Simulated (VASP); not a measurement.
# Ca3CdF8: single point with r2SCAN

Ca3CdF8:

```xyz
12
Lattice="3.8395 -5.4268 0.0000 3.8395 5.4268 0.0000 0.0000 0.0000 3.8351" Properties=species:S:1:pos:R:3 pbc="T T T"
Cd    0.0000    0.0000    0.0000
F     3.8395    1.3607    1.9176
F     3.8395    4.0773    1.9176
F     5.7664   -1.3543    0.0000
F     5.7664    1.3543    0.0000
F     1.9126   -1.3543    0.0000
F     1.9126    1.3543    0.0000
F     3.8395   -4.0773    1.9176
F     3.8395   -1.3607    1.9176
Ca    1.9197   -2.7134    1.9176
Ca    1.9197    2.7134    1.9176
Ca    3.8395    0.0000    0.0000
```

| Quantity | Value |
| --- | --- |
| Program | VASP 6.6.1 |
| Task | single point |
| Functional | r2SCAN |
| Potentials or basis | VASP PAW PBE potentials, release 64 (Cd, F, Ca_sv) |
| Cutoff | 520 eV |
| k mesh | 4 × 4 × 6 |
| Occupations | gaussian, width 0.01 eV |
| Spin | no spin polarisation |
| Dipole correction | no |
| Further INCAR settings | ALGO = Normal; EDIFF = 1e-06; NBANDS = 61 |

| Item | Value |
| --- | --- |
| Pressure | 0.7 GPa |
| Largest force | 0.015 eV/Å |
| Band gap on the k mesh | 5.99 eV (least direct gap 6.05 eV) |

Forces on the atoms (eV/Å):
```
Cd   0.000  0.000  0.000
F    0.000  0.001  0.000
F    0.000 -0.015  0.000
F   -0.012 -0.006  0.000
F   -0.012  0.006  0.000
F    0.012 -0.006  0.000
F    0.012  0.006  0.000
F    0.000  0.015  0.000
F    0.000 -0.001  0.000
Ca   0.000  0.000  0.000
Ca   0.000  0.000  0.000
Ca   0.000  0.000  0.000
```

Levels at points of the mesh, in eV from the valence-band top:
| k point | band 45 | band 46 | band 47 | band 48 | band 49 | band 50 | band 51 | band 52 | band 53 | band 54 |
| --- | --- | --- | --- | --- | --- | --- | --- | --- | --- | --- |
| (0.00, 0.00, 0.00) | -0.50 | -0.50 | -0.24 | -0.21 | -0.06 | 5.99 | 8.84 | 9.94 | 9.95 | 10.10 |
| (0.50, 0.00, 0.00) | -0.67 | -0.63 | -0.40 | -0.24 | -0.10 | 6.70 | 8.77 | 9.04 | 9.45 | 9.97 |
| (0.50, 0.50, 0.00) | -0.53 | -0.48 | -0.44 | -0.06 | -0.05 | 6.92 | 8.80 | 9.18 | 9.42 | 9.99 |
| (0.00, 0.00, 0.50) | -0.47 | -0.31 | -0.30 | -0.21 | 0.00 | 8.18 | 8.95 | 9.16 | 9.38 | 9.97 |
| (0.50, 0.00, 0.50) | -0.62 | -0.59 | -0.38 | -0.14 | -0.11 | 8.33 | 9.01 | 9.03 | 9.35 | 9.91 |
| (0.50, 0.50, 0.50) | -0.33 | -0.22 | -0.21 | -0.20 | -0.04 | 8.05 | 9.02 | 9.03 | 10.10 | 10.11 |

It took 21 min on 1 thread of Intel Xeon 8259CL, with other jobs on the host, peak memory 0.43 GiB.

Caveat: the PAW data sets were made with another functional, which shifts forces and pressure a little. A k mesh can miss the band edges.
